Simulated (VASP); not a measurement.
# Sc3Al (P6_3/mmc) in VASP: single point with r2SCAN

Aim: the single point of Sc3Al with r2SCAN.

Program: VASP 6.6.1. These are calculated values, not measurements. Logs are shortened: lines on timing, memory, paths and dates and some standing lists are left out, and cuts for length are marked.

## (1) The cell of the first run

The structure is hexagonal, space group P6_3/mmc (No. 194). The conventional cell has a = 6.312 Å, b = 6.312 Å, c = 5.080 Å, α = 90.00°, β = 90.00°, γ = 120.00°. Within 4.0 Å of Sc (site symmetry mm2) lie 8 Sc at 3.07 to 3.24 Å and 4 Al at 3.10 to 3.16 Å. Al (site symmetry -6m2) has 12 Sc at 3.10 to 3.16 Å within 4.1 Å.

## (2) Single point, r2SCAN

Contents of POSCAR:

```
Sc3Al
1.0
    6.3120115522      0.0000000000      0.0000000000
   -3.1560057761      5.4663623532      0.0000000000
    0.0000000000      0.0000000000      5.0797029800
Sc Al
6 2
Direct
    0.8288030200      0.1711969800      0.7500000000
    0.3423939600      0.1711969800      0.7500000000
    0.8288030200      0.6576060400      0.7500000000
    0.1711969800      0.8288030200      0.2500000000
    0.6576060400      0.8288030200      0.2500000000
    0.1711969800      0.3423939600      0.2500000000
    0.6666666700      0.3333333300      0.2500000000
    0.3333333300      0.6666666700      0.7500000000
```

Contents of INCAR.step1:

```
SYSTEM = Sc3Al
PREC = Accurate ; ENCUT = 520
ISMEAR = 0 ; SIGMA = 0.1
LREAL = .FALSE. ; LASPH = .TRUE.
NELM = 100 ; NBANDS = 46
GGA = PE ; ALGO = Normal
EDIFF = 1E-4 ; LWAVE = .TRUE.
LCHARG = .FALSE.
```

Contents of INCAR.step2:

```
SYSTEM = Sc3Al
PREC = Accurate ; ENCUT = 520
EDIFF = 1E-7 ; ISMEAR = 0
SIGMA = 0.1 ; LREAL = .FALSE.
LASPH = .TRUE. ; NELM = 100
ALGO = Normal ; ISIF = 2
LWAVE = .FALSE. ; LCHARG = .FALSE.
METAGGA = R2SCAN ; LMIXTAU = .TRUE.
NBANDS = 46 ; ISTART = 1
```

Contents of KPOINTS:

```
Automatic mesh
0
G
  3 3 4
  0 0 0
```

Potentials or basis: VASP PAW PBE potentials, release 64 (Sc_sv, Al).

Run with:

```console
$ cat potpaw_PBE.64/Sc_sv/POTCAR potpaw_PBE.64/Al/POTCAR > POTCAR
$ cp INCAR.step1 INCAR
$ mpirun -np 1 vasp_std > vasp.out
$ cp INCAR.step2 INCAR
$ mpirun -np 1 vasp_std > vasp.out
```

OUTCAR:

```text
SYSTEM = Sc3Al
   PREC = Accurate
   ENCUT = 520
   EDIFF = 1E-7
   ISMEAR = 0
   LREAL = .FALSE.
   LASPH = .TRUE.
   NELM = 100
   ISIF = 2
   METAGGA = R2SCAN
   ISTART = 1

 ion  position               nearest neighbor table
   1  0.829  0.171  0.750-   2 3.07   3 3.07   7 3.10   7 3.10   6 3.15   6 3.15   5 3.15   5 3.15
                             8 3.16   8 3.16   2 3.24   3 3.24
   2  0.342  0.171  0.750-   1 3.07   3 3.07   7 3.10   7 3.10   6 3.15   6 3.15   4 3.15   4 3.15
                             8 3.16   8 3.16   1 3.24   3 3.24
   3  0.829  0.658  0.750-   1 3.07   2 3.07   7 3.10   7 3.10   4 3.15   4 3.15   5 3.15   5 3.15
                             8 3.16   8 3.16   1 3.24   2 3.24
   4  0.171  0.829  0.250-   5 3.07   6 3.07   8 3.10   8 3.10   3 3.15   3 3.15   2 3.15   2 3.15
                             7 3.16   7 3.16   5 3.24   6 3.24
   5  0.658  0.829  0.250-   4 3.07   6 3.07   8 3.10   8 3.10   3 3.15   3 3.15   1 3.15   1 3.15
                             7 3.16   7 3.16   4 3.24   6 3.24
   6  0.171  0.342  0.250-   4 3.07   5 3.07   8 3.10   8 3.10   1 3.15   1 3.15   2 3.15   2 3.15
                             7 3.16   7 3.16   4 3.24   5 3.24
   7  0.667  0.333  0.250-   1 3.10   1 3.10   2 3.10   2 3.10   3 3.10   3 3.10   6 3.16   5 3.16
                             4 3.16   4 3.16   6 3.16   5 3.16
   8  0.333  0.667  0.750-   4 3.10   4 3.10   5 3.10   5 3.10   6 3.10   6 3.10   3 3.16   2 3.16
                             1 3.16   1 3.16   3 3.16   2 3.16

  LATTYP: Found a hexagonal cell.
 ALAT       =     6.3120115522
 C/A-ratio  =     0.8047676938

  Lattice vectors:

 A1 = (   6.3120115522,   0.0000000000,   0.0000000000)
 A2 = (  -3.1560057761,   5.4663623532,   0.0000000000)
 A3 = (   0.0000000000,   0.0000000000,   5.0797029800)

Analysis of symmetry for initial positions (statically):
=====================================================================
 Subroutine PRICEL returns:
 Original cell was already a primitive cell.

 Routine SETGRP: Setting up the symmetry group for a
 hexagonal supercell.

 Subroutine GETGRP returns: Found 24 space group operations
 (whereof 12 operations were pure point group operations)
 out of a pool of 24 trial point group operations.

The static configuration has the point symmetry D_3d.
 The point group associated with its full space group is D_6h.

Analysis of symmetry for dynamics (positions and initial velocities):
=====================================================================
 Subroutine PRICEL returns:
 Original cell was already a primitive cell.

 Routine SETGRP: Setting up the symmetry group for a
 hexagonal supercell.

 Subroutine GETGRP returns: Found 24 space group operations
 (whereof 12 operations were pure point group operations)
 out of a pool of 24 trial point group operations.

The dynamic configuration has the point symmetry D_3d.
 The point group associated with its full space group is D_6h.

 Subroutine INISYM returns: Found 24 space group operations
 (whereof 12 operations are pure point group operations),
 and found     1 'primitive' translations

----------------------------------------------------------------------------------------

                                     Primitive cell

  volume of cell :     175.2688

  direct lattice vectors                    reciprocal lattice vectors
     6.312011552  0.000000000  0.000000000     0.158428100  0.091468506  0.000000000
    -3.156005776  5.466362353  0.000000000     0.000000000  0.182937013  0.000000000
     0.000000000  0.000000000  5.079702980     0.000000000  0.000000000  0.196861904

  length of vectors
     6.312011552  6.312011552  5.079702980     0.182937013  0.182937013  0.196861904

  position of ions in fractional coordinates (direct lattice)
     0.828803020  0.171196980  0.750000000
     0.342393960  0.171196980  0.750000000
     0.828803020  0.657606040  0.750000000
     0.171196980  0.828803020  0.250000000
     0.657606040  0.828803020  0.250000000
     0.171196980  0.342393960  0.250000000
     0.666666670  0.333333330  0.250000000
     0.333333330  0.666666670  0.750000000

  ion indices of the primitive-cell ions
   primitive index   ion index
                 1           1
                 2           2
                 3           3
                 4           4
                 5           5
                 6           6
                 7           7
                 8           8

----------------------------------------------------------------------------------------

 KPOINTS: Automatic mesh

Automatic generation of k-mesh.
 Grid dimensions read from file:
 generate k-points for:    3    3    4

 Generating k-lattice:

  Cartesian coordinates                     Fractional coordinates (reciprocal lattice)
     0.052809367  0.030489502  0.000000000     0.333333333  0.000000000  0.000000000
     0.000000000  0.060979004  0.000000000     0.000000000  0.333333333  0.000000000
     0.000000000  0.000000000  0.049215476     0.000000000  0.000000000  0.250000000

  Length of vectors
     0.060979004  0.060979004  0.049215476

  Shift w.r.t. Gamma in fractional coordinates (k-lattice)
     0.000000000  0.000000000  0.000000000

 Subroutine IBZKPT returns following result:
 ===========================================

 Found      9 irreducible k-points:

 Following reciprocal coordinates:
            Coordinates               Weight
  0.000000  0.000000  0.000000      1.000000
  0.333333 -0.000000  0.000000      6.000000
  0.333333  0.333333  0.000000      2.000000
  0.000000  0.000000  0.250000      2.000000
  0.333333 -0.000000  0.250000     12.000000
  0.333333  0.333333  0.250000      4.000000
  0.000000  0.000000  0.500000      1.000000
  0.333333 -0.000000  0.500000      6.000000
  0.333333  0.333333  0.500000      2.000000
   k-points           NKPTS =      9   k-points in BZ     NKDIM =      9   number of bands    NBANDS=     46
   number of dos      NEDOS =    301   number of ions     NIONS =      8
   total plane-waves  NPLWV =  92160
   dimension x,y,z NGX =    48 NGY =   48 NGZ =   40
   dimension x,y,z NGXF=    96 NGYF=   96 NGZF=   80
   ions per type =               6   2
   NGX,Y,Z   is equivalent  to a cutoff of  12.64, 12.64, 13.09 a.u.
   NGXF,Y,Z  is equivalent  to a cutoff of  25.28, 25.28, 26.18 a.u.
 SYSTEM =  Sc3Al
   PREC   = accura    normal or accurate (medium, high low for compatibility)
   ISTART =      1    job   : 0-new  1-cont  2-samecut
   ICHARG =      0    charge: 1-file 2-atom 10-const
   ISPIN  =      1    spin polarized calculation?
   LNONCOLLINEAR =      F non collinear calculations
   LSORBIT =      F    spin-orbit coupling
   LASPH  =      T    aspherical Exc in radial PAW
   ENCUT  =  520.0 eV  38.22 Ry    6.18 a.u.  11.74 11.74  9.44*2*pi/ulx,y,z
   NELM   =    100;   NELMIN=  2; NELMDL=  0     # of ELM steps
   EDIFF  = 0.1E-06   stopping-criterion for ELM
   LREAL  =      F    real-space projection
   EDIFFG = 0.1E-05   stopping-criterion for IOM
   NSW    =      0    number of steps for IOM
   IBRION =     -1    ionic relax: 0-MD 1-quasi-New 2-CG
   NFREE  =      0    steps in history (QN), initial steepest desc. (CG)
   ISIF   =      2    stress and relaxation
   ISYM   =      2    0-nonsym 1-usesym 2-fastsym
   POTIM  = 0.5000    time-step for ionic-motion
   TEBEG  =    0.0;   TEEND  =   0.0 temperature during run
   PSTRESS=    0.0 pullay stress
   NELECT =      72.0000    total number of electrons
   NUPDOWN=      -1.0000    fix difference up-down
   EMIN   =  10.00;   EMAX   =-10.00  energy-range for DOS
   EFERMI =   0.00;   METHOD = LEGACY
   ISMEAR =     0;   SIGMA  =   0.10  broadening in eV -4-tet -1-fermi 0-gaus
   EFERMI_NEDOS =   21; number of points for ismear=-14 and -15
   IALGO  =     38    algorithm
   IMIX   =      4    mixing-type and parameters
     AMIX     =   0.40;   BMIX     =  1.00
     AMIX_MAG =   1.60;   BMIX_MAG =  1.00
  volume/ion in A,a.u.               =      21.91       147.85
  Fermi-wavevector in a.u.,A,eV,Ry     =   1.216982  2.299763 20.150843  1.481045
  Thomas-Fermi vector in A             =   2.352318
   LORBIT       =      0    0 simple, 1 ext, 2 COOP (PROOUT), +10 PAW based schemes
   METAGGA = R2SCAN    functional components
   LHFCALC =     F    Hartree Fock is set to
   AEXX    =    0.0000 exact exchange contribution
   IVDW    =     0    specifies the selected vdW correction
   LEPSILON=     F    determine dielectric tensor
   LRPA    =     F    only Hartree local field effects (RPA)
 non-spin polarized calculation
 Gauss-broadening in eV      SIGMA  =   0.10
  energy-cutoff  :      520.00
  volume of cell :      175.27
 maximum number of plane-waves:      4746
 NGX is ok and might be reduce to    48
   NGX = 23   NGY = 23   NGZ = 19

 number of electron      72.0000006 magnetization

 Free energy of the ion-electron system (eV)
  ---------------------------------------------------
  ext. energy  EPLUGINS =         0.00000000
  ---------------------------------------------------
  free energy    TOTEN  =       -84.01507011 eV

  energy without entropy =      -83.96434508  energy(sigma->0) =      -83.98970759

 E-fermi :   4.7277     XC(G=0): -10.7750

 val. band max:        4.7185770337   @ k =   0.3333   0.3333   0.0000
 cond. band min:       4.7289975375   @ k =   0.3333   0.3333   0.2500
 fundamental gap:      0.0104205038
 Fermi energy:         4.7277346908

 k-point     1 :       0.0000    0.0000    0.0000
  band No.  band energies     occupation
      1     -46.9303      2.00000
      2     -46.8681      2.00000
      3     -46.8654      2.00000
      4     -46.8653      2.00000
      5     -46.8355      2.00000
      6     -46.8355      2.00000
[... 38 lines left out ...]
     45       6.2965      0.00000
     46       7.2824      0.00000

 k-point     2 :       0.3333   -0.0000    0.0000
  band No.  band energies     occupation
      1     -46.9158      2.00000
      2     -46.8835      2.00000
      3     -46.8656      2.00000
      4     -46.8627      2.00000
      5     -46.8373      2.00000
      6     -46.8352      2.00000
[... 38 lines left out ...]
     45       6.5453      0.00000
     46       6.5915      0.00000

 k-point     3 :       0.3333    0.3333    0.0000
  band No.  band energies     occupation
      1     -46.8981      2.00000
      2     -46.8885      2.00000
      3     -46.8885      2.00000
      4     -46.8442      2.00000
      5     -46.8442      2.00000
      6     -46.8367      2.00000
[... 38 lines left out ...]
     45       6.3227      0.00000
     46       6.5733      0.00000

 k-point     4 :       0.0000    0.0000    0.2500
  band No.  band energies     occupation
      1     -46.9212      2.00000
      2     -46.8772      2.00000
      3     -46.8610      2.00000
      4     -46.8610      2.00000
      5     -46.8399      2.00000
      6     -46.8399      2.00000
[... 38 lines left out ...]
     45       6.5908      0.00000
     46       7.0395      0.00000

 k-point     5 :       0.3333   -0.0000    0.2500
  band No.  band energies     occupation
      1     -46.9079      2.00000
      2     -46.8809      2.00000
      3     -46.8662      2.00000
      4     -46.8612      2.00000
      5     -46.8445      2.00000
      6     -46.8397      2.00000
[... 38 lines left out ...]
     45       6.5849      0.00000
     46       6.6849      0.00000

 k-point     6 :       0.3333    0.3333    0.2500
  band No.  band energies     occupation
      1     -46.8892      2.00000
      2     -46.8857      2.00000
      3     -46.8856      2.00000
      4     -46.8470      2.00000
      5     -46.8470      2.00000
      6     -46.8458      2.00000
[... 38 lines left out ...]
     45       6.3619      0.00000
     46       6.5046      0.00000

 k-point     7 :       0.0000    0.0000    0.5000
  band No.  band energies     occupation
      1     -46.8992      2.00000
      2     -46.8992      2.00000
      3     -46.8504      2.00000
      4     -46.8504      2.00000
      5     -46.8504      2.00000
      6     -46.8504      2.00000
[... 38 lines left out ...]
     45       7.0003      0.00000
     46       7.0004      0.00000

 k-point     8 :       0.3333   -0.0000    0.5000
  band No.  band energies     occupation
      1     -46.8902      2.00000
      2     -46.8902      2.00000
      3     -46.8595      2.00000
      4     -46.8595      2.00000
      5     -46.8504      2.00000
      6     -46.8504      2.00000
[... 38 lines left out ...]
     45       6.6673      0.00000
     46       6.6673      0.00000

 k-point     9 :       0.3333    0.3333    0.5000
  band No.  band energies     occupation
      1     -46.8822      2.00000
      2     -46.8822      2.00000
      3     -46.8675      2.00000
      4     -46.8675      2.00000
      5     -46.8504      2.00000
      6     -46.8504      2.00000
[... 38 lines left out ...]
     45       6.1911      0.00000
     46       6.1911      0.00000

------------------------ aborting loop because EDIFF is reached ----------------------------------------

  FORCE on cell =-STRESS in cart. coord.  units (eV):
  Direction    XX          YY          ZZ          XY          YZ          ZX
  --------------------------------------------------------------------------------------
  -------------------------------------------------------------------------------------
  Total       -0.2580459     -0.2580459     -1.4053234      0.0000000      0.0000000      0.0000000
  in kB       -2.3588646     -2.3588646    -12.8464268      0.0000000      0.0000000      0.0000000
  external PRESSURE =      -5.8547187 kB  Pullay stress =       0.0000000 kB

 VOLUME and BASIS-vectors are now :
 -----------------------------------------------------------------------------
  energy-cutoff  :      520.00
  volume of cell :      175.27
      direct lattice vectors                 reciprocal lattice vectors
     6.312011552  0.000000000  0.000000000     0.158428100  0.091468506  0.000000000
    -3.156005776  5.466362353  0.000000000     0.000000000  0.182937013  0.000000000
     0.000000000  0.000000000  5.079702980     0.000000000  0.000000000  0.196861904

 POSITION                                       TOTAL-FORCE (eV/Angst)
 -----------------------------------------------------------------------------------
      4.69112      0.93582      3.80978        -0.097907      0.056527     -0.000000
      1.62090      0.93582      3.80978         0.097907      0.056527     -0.000000
      3.15601      3.59471      3.80978        -0.000000     -0.113053      0.000000
     -1.53511      4.53054      1.26993         0.097907     -0.056527      0.000000
      1.53511      4.53054      1.26993        -0.097907     -0.056527      0.000000
     -0.00000      1.87165      1.26993        -0.000000      0.113053     -0.000000
      3.15601      1.82212      1.26993        -0.000000      0.000000     -0.000000
     -0.00000      3.64424      3.80978        -0.000000      0.000000     -0.000000
 -----------------------------------------------------------------------------------
    total drift:                               -0.000033      0.000019      0.000000

  FREE ENERGIE OF THE ION-ELECTRON SYSTEM (eV)
  ---------------------------------------------------
  free  energy   TOTEN  =       -84.0150701081 eV

  energy  without entropy=      -83.9643450792  energy(sigma->0) =      -83.98970759
```

It took 11 min on 1 thread of Oxide Virtual Turin-like, shared host; peak memory 0.31 GiB.

What came out:

```yaml
Free_energy: -84.0151 eV
Pressure: -0.6 GPa
Largest_force: 0.113 eV/Å
Band_gap_on_the_k_mesh: zero (bands 36 and 37 overlap by 0.66 eV)
```

Forces on the atoms (eV/Å):
```
Sc  -0.098  0.057  0.000
Sc   0.098  0.057  0.000
Sc   0.000 -0.113  0.000
Sc   0.098 -0.057  0.000
Sc  -0.098 -0.057  0.000
Sc   0.000  0.113  0.000
Al   0.000  0.000  0.000
Al   0.000  0.000  0.000
```

Caveat: the k points lie up to 0.38 Å⁻¹ apart, too coarse for converged energies and pressures of a metal; the PAW data sets were made with another functional, which shifts forces and pressure a little.
